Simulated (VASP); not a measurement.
A run of VASP 6.6.1 is set up as follows.

INCAR

```
  PREC = Accurate
  ENCUT = 500
  EDIFF = 1E-6
  ISMEAR = 0
  SIGMA = 0.02
  LREAL = False
  LASPH = True
  NELM = 120
  ALGO = Normal
  ISIF = 2
  LWAVE = False
  LCHARG = True
  GGA = PE
  LELF = True
  LVHAR = True
  NBANDS = 15
  GGA_COMPAT = False
```

The input KPOINTS:

```
regular mesh
0
Gamma
  6 6 6
```

File POSCAR:

```
RbCl
1.0
    0.0000000000      3.3480009087      3.3480009087
    3.3480009087      0.0000000000      3.3480009087
    3.3480009087      3.3480009087      0.0000000000
Rb Cl
1 1
Direct
    0.0000000000      0.0000000000      0.0000000000
    0.5000000000      0.5000000000      0.5000000000
```

Potentials or basis: VASP PAW PBE potentials, release 64 (Rb_sv, Cl).

Run with:

```sh
$ cat potpaw_PBE.64/Rb_sv/POTCAR potpaw_PBE.64/Cl/POTCAR > POTCAR
$ mpirun -np 1 vasp_std > vasp.out
```

Q: What does it give for the pressure?

A: 0.0 GPa.

Q: Predict the band gap on the k mesh.

A: 4.84 eV.
